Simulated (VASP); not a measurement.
# ZnSe3 (Fm-3m) in VASP: further runs

ZnSe3 is run at these levels: PBE; tasks: single point, relaxation of cell and atoms.

Program: VASP 6.6.1. These are calculated values, not measurements. Logs are shortened: lines on timing, memory, paths and dates and some standing lists are left out, and cuts for length are marked.

## Step 1: The cell of the first run

It takes space group Fm-3m (No. 225, cubic). The conventional cell has a = 6.814 Å, b = 6.814 Å, c = 6.814 Å, α = 90.00°, β = 90.00°, γ = 90.00°. Within 3.9 Å of Zn (site symmetry m-3m) lie 14 Se at 2.95 to 3.41 Å. Se (site symmetry m-3m) has 8 Se at 2.95 Å and 6 Zn at 3.41 Å within 3.9 Å. Within 3.9 Å of Se (site symmetry -43m) lie 4 Zn at 2.95 Å and 10 Se at 2.95 to 3.41 Å.

## Step 2: Single point, PBE

Contents of INCAR:

```
  ALGO = Normal
  EDIFF = 1E-6
  ENCUT = 500
  GGA = PE
  GGA_COMPAT = F
  ISIF = 2
  ISMEAR = 0
  LASPH = T
  LCHARG = F
  LREAL = F
  LWAVE = F
  NBANDS = 23
  NELM = 120
  PREC = Accurate
  SIGMA = 0.1
```

Contents of KPOINTS:

```
k-points
0
Gamma
  12 12 12
```

Contents of POSCAR:

```
ZnSe3
1.0
    0.0000000000      3.4068958770      3.4068958770
    3.4068958770      0.0000000000      3.4068958770
    3.4068958770      3.4068958770      0.0000000000
Zn Se
1 3
Direct
    0.5000000000      0.5000000000      0.5000000000
    0.0000000000      0.0000000000      0.0000000000
    0.2500000000      0.2500000000      0.2500000000
    0.7500000000      0.7500000000      0.7500000000
```

Potentials or basis: VASP PAW PBE potentials, release 64 (Zn, Se).

Command:

```sh
cat potpaw_PBE.64/Zn/POTCAR potpaw_PBE.64/Se/POTCAR > POTCAR
mpirun -np 1 vasp_std > vasp.out
```

OUTCAR:

```text
EDIFF = 1E-6
   ENCUT = 500
   GGA = PE
   ISIF = 2
   ISMEAR = 0
   LASPH = T
   LREAL = F
   NELM = 120
   PREC = Accurate

 ion  position               nearest neighbor table
   1  0.500  0.500  0.500-
   2  0.000  0.000  0.000-
   3  0.250  0.250  0.250-
   4  0.750  0.750  0.750-

  LATTYP: Found a face centered cubic cell.
 ALAT       =     6.8137917540

  Lattice vectors:

 A1 = (   0.0000000000,   3.4068958770,   3.4068958770)
 A2 = (   3.4068958770,   0.0000000000,   3.4068958770)
 A3 = (   3.4068958770,   3.4068958770,   0.0000000000)

Analysis of symmetry for initial positions (statically):
=====================================================================
 Subroutine PRICEL returns:
 Original cell was already a primitive cell.

 Routine SETGRP: Setting up the symmetry group for a
 face centered cubic supercell.

 Subroutine GETGRP returns: Found 48 space group operations
 (whereof 48 operations were pure point group operations)
 out of a pool of 48 trial point group operations.

The static configuration has the point symmetry O_h .

Analysis of symmetry for dynamics (positions and initial velocities):
=====================================================================
 Subroutine PRICEL returns:
 Original cell was already a primitive cell.

 Routine SETGRP: Setting up the symmetry group for a
 face centered cubic supercell.

 Subroutine GETGRP returns: Found 48 space group operations
 (whereof 48 operations were pure point group operations)
 out of a pool of 48 trial point group operations.

The dynamic configuration has the point symmetry O_h .

 Subroutine INISYM returns: Found 48 space group operations
 (whereof 48 operations are pure point group operations),
 and found     1 'primitive' translations

----------------------------------------------------------------------------------------

                                     Primitive cell

  volume of cell :      79.0873

  direct lattice vectors                    reciprocal lattice vectors
     0.000000000  3.406895877  3.406895877    -0.146761163  0.146761163  0.146761163
     3.406895877  0.000000000  3.406895877     0.146761163 -0.146761163  0.146761163
     3.406895877  3.406895877  0.000000000     0.146761163  0.146761163 -0.146761163

  length of vectors
     4.818078355  4.818078355  4.818078355     0.254197790  0.254197790  0.254197790

  position of ions in fractional coordinates (direct lattice)
     0.500000000  0.500000000  0.500000000
     0.000000000  0.000000000  0.000000000
     0.250000000  0.250000000  0.250000000
     0.750000000  0.750000000  0.750000000

  ion indices of the primitive-cell ions
   primitive index   ion index
                 1           1
                 2           2
                 3           3
                 4           4

----------------------------------------------------------------------------------------

 KPOINTS: k-points

Automatic generation of k-mesh.
 Grid dimensions read from file:
 generate k-points for:   12   12   12

 Generating k-lattice:

  Cartesian coordinates                     Fractional coordinates (reciprocal lattice)
    -0.012230097  0.012230097  0.012230097     0.083333333  0.000000000  0.000000000
     0.012230097 -0.012230097  0.012230097     0.000000000  0.083333333  0.000000000
     0.012230097  0.012230097 -0.012230097     0.000000000  0.000000000  0.083333333

  Length of vectors
     0.021183149  0.021183149  0.021183149

  Shift w.r.t. Gamma in fractional coordinates (k-lattice)
     0.000000000  0.000000000  0.000000000

 Subroutine IBZKPT returns following result:
 ===========================================

 Found     72 irreducible k-points:

 Following reciprocal coordinates:
            Coordinates               Weight
  0.000000  0.000000  0.000000      1.000000
  0.083333  0.000000  0.000000      8.000000
  0.166667  0.000000  0.000000      8.000000
  0.250000  0.000000  0.000000      8.000000
  0.333333  0.000000  0.000000      8.000000
  0.416667  0.000000  0.000000      8.000000
[... 16 lines left out ...]
  0.500000  0.166667  0.000000     24.000000
 -0.416667  0.166667  0.000000     24.000000
 [... further k-points ...]
   k-points           NKPTS =     72   k-points in BZ     NKDIM =     72   number of bands    NBANDS=     23
   number of dos      NEDOS =    301   number of ions     NIONS =      4
   total plane-waves  NPLWV =  46656
   dimension x,y,z NGX =    36 NGY =   36 NGZ =   36
   dimension x,y,z NGXF=    72 NGYF=   72 NGZF=   72
   ions per type =               1   3
   NGX,Y,Z   is equivalent  to a cutoff of  12.42, 12.42, 12.42 a.u.
   NGXF,Y,Z  is equivalent  to a cutoff of  24.84, 24.84, 24.84 a.u.
 SYSTEM =  unknown system
   PREC   = accura    normal or accurate (medium, high low for compatibility)
   ISTART =      0    job   : 0-new  1-cont  2-samecut
   ICHARG =      2    charge: 1-file 2-atom 10-const
   ISPIN  =      1    spin polarized calculation?
   LNONCOLLINEAR =      F non collinear calculations
   LSORBIT =      F    spin-orbit coupling
   LASPH  =      T    aspherical Exc in radial PAW
   ENCUT  =  500.0 eV  36.75 Ry    6.06 a.u.   8.78  8.78  8.78*2*pi/ulx,y,z
   NELM   =    120;   NELMIN=  2; NELMDL= -5     # of ELM steps
   EDIFF  = 0.1E-05   stopping-criterion for ELM
   LREAL  =      F    real-space projection
   EDIFFG = 0.1E-04   stopping-criterion for IOM
   NSW    =      0    number of steps for IOM
   IBRION =     -1    ionic relax: 0-MD 1-quasi-New 2-CG
   NFREE  =      0    steps in history (QN), initial steepest desc. (CG)
   ISIF   =      2    stress and relaxation
   ISYM   =      2    0-nonsym 1-usesym 2-fastsym
   POTIM  = 0.5000    time-step for ionic-motion
   TEBEG  =    0.0;   TEEND  =   0.0 temperature during run
   PSTRESS=    0.0 pullay stress
   NELECT =      30.0000    total number of electrons
   NUPDOWN=      -1.0000    fix difference up-down
   EMIN   =  10.00;   EMAX   =-10.00  energy-range for DOS
   EFERMI =   0.00;   METHOD = LEGACY
   ISMEAR =     0;   SIGMA  =   0.10  broadening in eV -4-tet -1-fermi 0-gaus
   EFERMI_NEDOS =   21; number of points for ismear=-14 and -15
   IALGO  =     38    algorithm
   IMIX   =      4    mixing-type and parameters
     AMIX     =   0.40;   BMIX     =  1.00
     AMIX_MAG =   1.60;   BMIX_MAG =  1.00
  volume/ion in A,a.u.               =      19.77       133.43
  Fermi-wavevector in a.u.,A,eV,Ry     =   1.185077  2.239470 19.108108  1.404406
  Thomas-Fermi vector in A             =   2.321278
   LORBIT       =      0    0 simple, 1 ext, 2 COOP (PROOUT), +10 PAW based schemes
   GGA     = PE    functional components
   LHFCALC =     F    Hartree Fock is set to
   AEXX    =    0.0000 exact exchange contribution
   IVDW    =     0    specifies the selected vdW correction
   LEPSILON=     F    determine dielectric tensor
   LRPA    =     F    only Hartree local field effects (RPA)
 non-spin polarized calculation
 Gauss-broadening in eV      SIGMA  =   0.10
  energy-cutoff  :      500.00
  volume of cell :       79.09
 maximum number of plane-waves:      2044
   NGX = 17   NGY = 17   NGZ = 17

 number of electron      30.0000018 magnetization

 Free energy of the ion-electron system (eV)
  ---------------------------------------------------
  ext. energy  EPLUGINS =         0.00000000
  ---------------------------------------------------
  free energy    TOTEN  =        -9.94247305 eV

  energy without entropy =       -9.92284429  energy(sigma->0) =       -9.93265867

 E-fermi :   4.6003     XC(G=0): -10.5925

 val. band max:        4.5923963449   @ k =  -0.4167   0.3333   0.0000
 cond. band min:       4.6018988278   @ k =  -0.3333   0.4167   0.1667
 fundamental gap:      0.0095024829
 Fermi energy:         4.6003113494

 k-point     1 :       0.0000    0.0000    0.0000
  band No.  band energies     occupation
      1     -10.9243      2.00000
      2      -7.1503      2.00000
      3      -6.2843      2.00000
      4      -2.2763      2.00000
      5      -2.2763      2.00000
      6      -2.2763      2.00000
[... 15 lines left out ...]
     22      11.4571      0.00000
     23      11.4571      0.00000

 k-point     2 :       0.0833    0.0000    0.0000
  band No.  band energies     occupation
      1     -10.8747      2.00000
      2      -7.1990      2.00000
      3      -6.3560      2.00000
      4      -2.2725      2.00000
      5      -2.2725      2.00000
      6      -2.2549      2.00000
[... 15 lines left out ...]
     22      11.4408      0.00000
     23      11.4408      0.00000

 k-point     3 :       0.1667    0.0000    0.0000
  band No.  band energies     occupation
      1     -10.7280      2.00000
      2      -7.3464      2.00000
      3      -6.5490      2.00000
      4      -2.2636      2.00000
      5      -2.2636      2.00000
      6      -2.1886      2.00000
[... 15 lines left out ...]
     22      11.4604      0.00000
     23      11.4604      0.00000

 k-point     4 :       0.2500    0.0000    0.0000
  band No.  band energies     occupation
      1     -10.4916      2.00000
      2      -7.6074      2.00000
      3      -6.7853      2.00000
      4      -2.2571      2.00000
      5      -2.2571      2.00000
      6      -2.1004      2.00000
[... 15 lines left out ...]
     22      11.8633      0.00000
     23      11.8633      0.00000

 k-point     5 :       0.3333    0.0000    0.0000
  band No.  band energies     occupation
      1     -10.1829      2.00000
      2      -7.9839      2.00000
      3      -6.9701      2.00000
      4      -2.2592      2.00000
      5      -2.2592      2.00000
      6      -2.0988      2.00000
[... 434 lines left out ...]
 k-point    22 :       0.4167    0.1667    0.0000
  band No.  band energies     occupation
      1      -9.9057      2.00000
      2      -8.0948      2.00000
      3      -7.3161      2.00000
      4      -2.2491      2.00000
      5      -2.1724      2.00000
      6      -2.1220      2.00000
[... 15 lines left out ...]
     22      12.2467      0.00000
     23      14.3859      0.00000

 k-point    23 :       0.5000    0.1667    0.0000
  band No.  band energies     occupation
      1      -9.5941      2.00000
      2      -8.4490      2.00000
      3      -7.4048      2.00000
      4      -2.2445      2.00000
      5      -2.1678      2.00000
      6      -2.1043      2.00000
[... 15 lines left out ...]
     22      13.4183      0.00000
     23      14.2223      0.00000

 k-point    24 :      -0.4167    0.1667    0.0000
  band No.  band energies     occupation
      1      -9.5303      2.00000
      2      -8.5211      2.00000
      3      -7.4201      2.00000
      4      -2.2351      2.00000
      5      -2.1726      2.00000
      6      -2.1044      2.00000
[... 15 lines left out ...]
     22      14.2327      0.00000
     23      14.6390      0.00000

 [... further k-points ...]
[... 5 lines left out ...]
  --------------------------------------------------------------------------------------
  -------------------------------------------------------------------------------------
  Total        0.0244328      0.0244328      0.0244328     -0.0000000      0.0000000     -0.0000000
  in kB        0.4949684      0.4949684      0.4949684     -0.0000000      0.0000000     -0.0000000
  external PRESSURE =       0.4949684 kB  Pullay stress =       0.0000000 kB

 VOLUME and BASIS-vectors are now :
 -----------------------------------------------------------------------------
  energy-cutoff  :      500.00
  volume of cell :       79.09
      direct lattice vectors                 reciprocal lattice vectors
     0.000000000  3.406895877  3.406895877    -0.146761163  0.146761163  0.146761163
     3.406895877  0.000000000  3.406895877     0.146761163 -0.146761163  0.146761163
     3.406895877  3.406895877  0.000000000     0.146761163  0.146761163 -0.146761163

 POSITION                                       TOTAL-FORCE (eV/Angst)
 -----------------------------------------------------------------------------------
      3.40690      3.40690      3.40690         0.000000     -0.000000     -0.000000
      0.00000      0.00000      0.00000         0.000000     -0.000000     -0.000000
      1.70345      1.70345      1.70345        -0.000000      0.000000     -0.000000
      5.11034      5.11034      5.11034        -0.000000     -0.000000      0.000000
 -----------------------------------------------------------------------------------
    total drift:                                0.000000      0.000000      0.000000

  FREE ENERGIE OF THE ION-ELECTRON SYSTEM (eV)
  ---------------------------------------------------
  free  energy   TOTEN  =        -9.9424730526 eV

  energy  without entropy=       -9.9228442923  energy(sigma->0) =       -9.93265867
```

Wall time 2.9 min (1 thread of Intel Xeon 8259CL, shared host); peak memory 0.28 GiB.

What came out:

```yaml
Free_energy: -9.9425 eV
Pressure: 0.0 GPa
Band_gap_on_the_k_mesh: zero (band 15 reaches 4.94 eV, above the bottom of band 16 at 3.83 eV)
```

## Step 3: Relaxation of cell and atoms, PBE

This run uses another cell than the first one, of 19.63 Å³/atom, 0.993 times its volume.

Contents of INCAR:

```
SYSTEM = ZnSe3
ALGO = Normal
EDIFF = 1E-7
EDIFFG = -0.01
ENCUT = 500
GGA = PE
GGA_COMPAT = .False.
IBRION = 2
ISIF = 3
ISMEAR = 0
LASPH = .True.
LCHARG = .False.
LREAL = .False.
LWAVE = .False.
NELM = 120
NELMIN = 4
NSW = 100
PREC = Accurate
SIGMA = 0.1
```

Contents of KPOINTS:

```
k-points
0
Gamma
  12 12 12
  0 0 0
```

Contents of POSCAR:

```
ZnSe3
1.0
    0.0000000000      3.3988580973      3.3988580973
    3.3988580973      0.0000000000      3.3988580973
    3.3988580973      3.3988580973      0.0000000000
Zn Se
1 3
Direct
    0.5000000000      0.5000000000      0.5000000000
    0.0000000000      0.0000000000      0.0000000000
    0.2500000000      0.2500000000      0.2500000000
    0.7500000000      0.7500000000      0.7500000000
```

Potentials or basis: VASP PAW PBE potentials, release 64 (Zn, Se).

Command:

```sh
cat potpaw_PBE.64/Zn/POTCAR potpaw_PBE.64/Se/POTCAR > POTCAR
mpirun -np 1 vasp_std > vasp.out
```

Wall time 4.7 min (1 thread of Intel Xeon 8259CL, shared host); peak memory 0.27 GiB.

Results (log left out):

| Item | Value |
| --- | --- |
| Free energy | -9.9424 eV |
| Relaxed volume | 19.81 Å³/atom |
| Relaxed cell | a = 4.821 Å, b = 4.821 Å, c = 4.821 Å, α = 60.00°, β = 60.00°, γ = 60.00° |
| Space group after relaxing (to 0.05 Å) | Fm-3m (No. 225) |
| Energy gained by relaxing | 0.2 meV/atom |
| Ionic steps | 2 |
| Pressure after relaxing | -0.1 GPa |
| Band gap on the k mesh | zero (band 15 reaches 4.91 eV, above the bottom of band 16 at 3.81 eV) |

The path:
| step | energy change (eV) | largest force (eV/Å) | pressure (GPa) | volume (Å³) |
| --- | --- | --- | --- | --- |
| 1 | 0.0000 | 0.0000 | 0.51 | 78.53 |
| 2 | -0.0010 | 0.0000 | -0.07 | 79.24 |

Final structure:
```xyz
4
Lattice="0.0000 3.4091 3.4091 3.4091 0.0000 3.4091 3.4091 3.4091 0.0000" Properties=species:S:1:pos:R:3 pbc="T T T"
Zn    3.4091    3.4091    3.4091
Se    3.4091    6.8181    3.4091
Se    1.7045    1.7045    1.7045
Se    5.1136    5.1136    5.1136
```

Levels at points of the mesh, in eV from the Fermi level:
| k point | band 13 | band 14 | band 15 | band 16 | band 17 | band 18 |
| --- | --- | --- | --- | --- | --- | --- |
| (0.00, 0.00, 0.00) | -3.16 | -3.16 | -0.61 | -0.61 | -0.61 | -0.45 |
| (0.50, 0.00, 0.00) | -3.09 | -1.56 | -0.02 | 0.93 | 0.93 | 2.53 |
| (0.50, 0.50, 0.00) | -0.26 | -0.26 | 0.33 | 0.91 | 0.91 | 1.55 |
